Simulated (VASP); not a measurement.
LiF, 2 atoms in the cell. The structure is cubic, space group Fm-3m (No. 225). The conventional cell has a = 3.990 Å, b = 3.990 Å, c = 3.990 Å, α = 90.00°, β = 90.00°, γ = 90.00°. Within 2.6 Å of Li (site symmetry m-3m) lie 6 F at 1.99 Å. F (site symmetry m-3m) has 6 Li at 1.99 Å within 2.6 Å. 

| Item | Value |
| --- | --- |
| Program | VASP 6.6.1 |
| Task | single point |
| Functional | PBE-based global hybrid with 35 % exact exchange |
| Potentials or basis | VASP PAW PBE potentials, release 64 (Li_sv, F) |
| Cutoff | 520 eV |
| k mesh | 6 × 6 × 6 |
| Occupations | gaussian, width 0.01 eV |
| Spin | no spin polarisation |
| Dipole correction | no |
| Grid for exact exchange (PRECFOCK) | Normal |
| Share of exact exchange | 0.35 |
| Further INCAR settings | ALGO = Normal; EDIFF = 1e-07; NBANDS = 12 |

Potentials or basis: VASP PAW PBE potentials, release 64 (Li_sv, F).

Run with:

```sh
$ cat potpaw_PBE.64/Li_sv/POTCAR potpaw_PBE.64/F/POTCAR > POTCAR
$ cp INCAR.step1 INCAR
$ mpirun -np 1 vasp_std > vasp.out
$ cp INCAR.step2 INCAR
$ mpirun -np 1 vasp_std > vasp.out
```

Hardware: 1 thread of AMD EPYC 7R43 64-Core Processor (Zen 3), with other jobs on the host.

Question: How long does it take, and how much memory?

Answer: Wall time 5.7 min on 1 thread of AMD EPYC 7R43 64-Core Processor (Zen 3) (shared host), peak memory 0.1 GiB. Counts: k points 16.
